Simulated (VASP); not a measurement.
The system is PbS.

```
Pb S
1.0
     2.11266    1.21975    3.45192
    -2.11266    1.21975    3.45192
     0.00000   -2.43949    3.45192
Pb S
1 1
Cartesian
  0.0000 0.0000 10.1545
  0.0000 0.0000 4.9193
```

Program: VASP 6.6.1. Alike in all runs: task single point; no spin polarisation; cell as given.

Order these runs on this cell by their pressure, lowest first.
A. level PBE; potentials or basis VASP PAW PBE potentials, release 64 (Pb_d, S); k mesh 5 × 1 × 1; cutoff (eV) 500; smearing fermi-dirac 0.1 eV
B. level PBE; potentials or basis VASP PAW PBE potentials, release 64 (Pb_d, S); k mesh 2 × 1 × 3, shifted; cutoff (eV) 500; smearing gaussian 0.1 eV
C. level PBE; potentials or basis VASP PAW PBE potentials, release 64 (Pb_d, S); k mesh 3 × 3 × 3, shifted; cutoff (eV) 520; smearing gaussian 0.1 eV
D. level PBE+D3(BJ); potentials or basis VASP PAW PBE potentials, release 64 (Pb_d, S); k mesh 6 × 6 × 6; cutoff (eV) 520; smearing gaussian 0.1 eV
E. level LDA; potentials or basis VASP PAW LDA potentials, release 64 (Pb_d, S); k mesh 5 × 3 × 1, shifted; cutoff (eV) 500; smearing gaussian 0.1 eV

E (-3.9 GPa), D (-1.2 GPa), C (0.7 GPa), B (7.8 GPa), A (20.1 GPa).

Caveats: some runs use coarse meshes.
